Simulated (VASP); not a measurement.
## Cs2Tl3W: single point with PBE

Cs2Tl3W:

```xyz
6
Lattice="7.1253 0.0000 0.0000 -3.5627 6.1707 0.0000 0.0000 0.0000 4.3387" Properties=species:S:1:pos:R:3 pbc="T T T"
Cs    0.0000    4.1138    0.0000
Cs    3.5627    2.0569    0.0000
Tl    3.5627    0.0000    2.1694
Tl    1.7813    3.0854    2.1694
Tl   -1.7813    3.0854    2.1694
W     0.0000    0.0000    0.0000
```

```json
{
  "Program": "VASP 6.6.1",
  "Task": "single point",
  "Functional": "PBE",
  "Potentials or basis": "VASP PAW PBE potentials, release 64 (Cs_sv, Tl_d, W_sv)",
  "Cutoff": "520 eV",
  "k mesh": "3 × 3 × 4",
  "Occupations": "gaussian, width 0.1 eV",
  "Spin": "no spin polarisation",
  "Dipole correction": "no",
  "Further INCAR settings": "ALGO = Fast; EDIFF = 1e-06; NBANDS = 44"
}
```

```yaml
Pressure: 13.4 GPa
```

Stress tensor (GPa, compression positive):
```
 7.67  0.00  0.00
 0.00  7.67  0.00
 0.00  0.00 24.96
```

Levels at points of the mesh, in eV from the Fermi level:
| k point | band 31 | band 32 | band 33 | band 34 | band 35 | band 36 | band 37 | band 38 | band 39 | band 40 |
| --- | --- | --- | --- | --- | --- | --- | --- | --- | --- | --- |
| (0.00, 0.00, 0.00) | -2.45 | -1.93 | -1.16 | -1.16 | -0.47 | 0.12 | 0.12 | 0.24 | 0.24 | 0.63 |
| (0.00, 0.00, 0.50) | -2.49 | -1.79 | -1.79 | 0.06 | 0.06 | 0.66 | 0.66 | 0.73 | 1.66 | 1.66 |

It took 2.1 min on 1 thread of Intel(R) Xeon(R) Platinum 8259CL CPU @ 2.50GHz (Skylake/Cascade Lake), with other jobs on the host, peak memory 0.34 GiB.

Caveat: the k points lie up to 0.36 Å⁻¹ apart; spin-orbit coupling is left out, which moves the levels of the heavy elements.
